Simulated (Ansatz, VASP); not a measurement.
# Zr: VASP beside Ansatz

```xyz
2
Lattice="3.2103 0.0000 0.0000 -1.6052 2.7802 0.0000 0.0000 0.0000 5.1125" Properties=species:S:1:pos:R:3 pbc="T T T"
Zr    0.0000    1.8535    1.2781
Zr    1.6052    0.9267    3.8343
```

Change from the starting cell: volume scaled by 0.98, crystal datasets.

Alike in both runs: task electric field gradients; functional PBEsol; k mesh 13 × 13 × 7; occupations fermi-dirac, width 0.08 eV; no spin polarisation.

|  | VASP | Ansatz |
| --- | --- | --- |
| version | VASP 6.6.1 | Ansatz 0.2.0 |
| potentials or method | VASP PAW PBE potentials, release 64 (Zr_sv), cutoff 520 eV | all-electron PAW with datasets made for the crystal, scalar-relativistic |

Ansatz gave:

| Item | Value |
| --- | --- |
| pressure (GPa) | -1.4 |
| traceless stress, the component that is largest in VASP (GPa) | 0.55 |
| size of Vzz on the site where it differs most (V/Å²) | 44.1 |

Problem. Estimate VASP's values.

Solution. Pressure (GPa): -1.4; traceless stress, the component that is largest in VASP (GPa): 0.55; size of Vzz on the site where it differs most (V/Å²): 43.6.

VASP's potentials were made for PBE, not for PBEsol. Ansatz ran all-electron here, and VASP with PAW potentials.
